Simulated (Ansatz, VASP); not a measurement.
**One calculation of Al3GaAs4, two programs**

File INCAR:

```
SYSTEM = Al3GaAs4
ALGO     = Normal         ! electronic algorithm
EDIFF    = 1E-7           ! SCF threshold, eV
EDIFFG   = -0.04          ! ionic threshold
ENCUT    = 600            ! plane-wave cutoff, eV
GGA      = PE             ! functional
IBRION   = 2              ! ionic algorithm
ISIF     = 3              ! what is computed and relaxed
ISMEAR   = 0              ! smearing method
LASPH    = .TRUE.         ! aspherical terms in the spheres
LCHARG   = .FALSE.        ! write CHGCAR
LREAL    = .FALSE.        ! projectors in reciprocal space
LWAVE    = .FALSE.        ! write WAVECAR
NELM     = 60             ! most SCF steps
NSW      = 90             ! ionic steps
PREC     = Accurate       ! precision mode
SIGMA    = 0.1            ! smearing width, eV
```

Contents of KPOINTS:

```
k-points
0
G
  4 4 4
  0 0 0
```

File POSCAR:

```
Al3GaAs4
1.0
    5.4388695300      0.0000000000      0.0000000000
    0.0000000000      5.4388695300      0.0000000000
    0.0000000000      0.0000000000      5.4388695300
Al Ga As
3 1 4
Direct
    0.0000000000      0.5000000000      0.5000000000
    0.5000000000      0.0000000000      0.5000000000
    0.5000000000      0.5000000000      0.0000000000
    0.0000000000      0.0000000000      0.0000000000
    0.2500000000      0.2500000000      0.7500000000
    0.2500000000      0.7500000000      0.2500000000
    0.7500000000      0.2500000000      0.2500000000
    0.7500000000      0.7500000000      0.7500000000
```

Input for Ansatz:

```yaml
crystal:
  lattice:
    - [5.43886953, 0.0, 0.0]
    - [0.0, 5.43886953, 0.0]
    - [0.0, 0.0, 5.43886953]
  atoms:
    - { symbol: Al, position: [0.0, 0.5, 0.5] }
    - { symbol: Al, position: [0.5, 0.0, 0.5] }
    - { symbol: Al, position: [0.5, 0.5, 0.0] }
    - { symbol: Ga, position: [0.0, 0.0, 0.0] }
    - { symbol: As, position: [0.25, 0.25, 0.75] }
    - { symbol: As, position: [0.25, 0.75, 0.25] }
    - { symbol: As, position: [0.75, 0.25, 0.25] }
    - { symbol: As, position: [0.75, 0.75, 0.75] }
basis:
  ecutwfc: 420
kpoints:
  mp_grid: { grid: [4, 4, 4] }
hamiltonian:
  xc: pbe
scf:
  occupations: { method: gaussian, width: 0.1 }
  lower_state_search: "off"
output:
  forces: true
  stress: true
  eigenvalues: true
relax:
  adjacent_minimum: "off"
  f_tol: 0.04
  max_steps: 70
  cell: { stress_tol: 0.4 }
```

Alike in both runs: task relaxation of cell and atoms; functional PBE; k mesh 4 × 4 × 4; occupations gaussian, width 0.1 eV; no spin polarisation.

```csv
,VASP,Ansatz
version,VASP 6.6.1,Ansatz 0.2.0
potentials or method,"VASP PAW PBE potentials, release 64 (Al, Ga_d, As), cutoff 600 eV","scalar-relativistic, plane waves, PAW"
valence electrons in the cell,42,82
```

Ansatz gave:

| Quantity | Value |
| --- | --- |
| gap on the k mesh at the Fermi level, each at its own relaxed structure (eV) | 1.04 |
| relaxed volume (Å³/atom) | 23.51 |
| relaxed length of the cell vector where the two differ most in proportion (Å) | 5.730 |

Problem. Estimate VASP's values.

Solution. gap on the k mesh at the Fermi level, each at its own relaxed structure (eV): 1.03; relaxed volume (Å³/atom): 23.53; relaxed length of the cell vector where the two differ most in proportion (Å): 5.731.

VASP's potentials hold 42 valence electrons a cell and Ansatz's 82, so a difference there can come from the potentials and not from the codes.

Noted on VASP's run: the volume moved by over 15 % at a fixed basis, so the end points are rough.
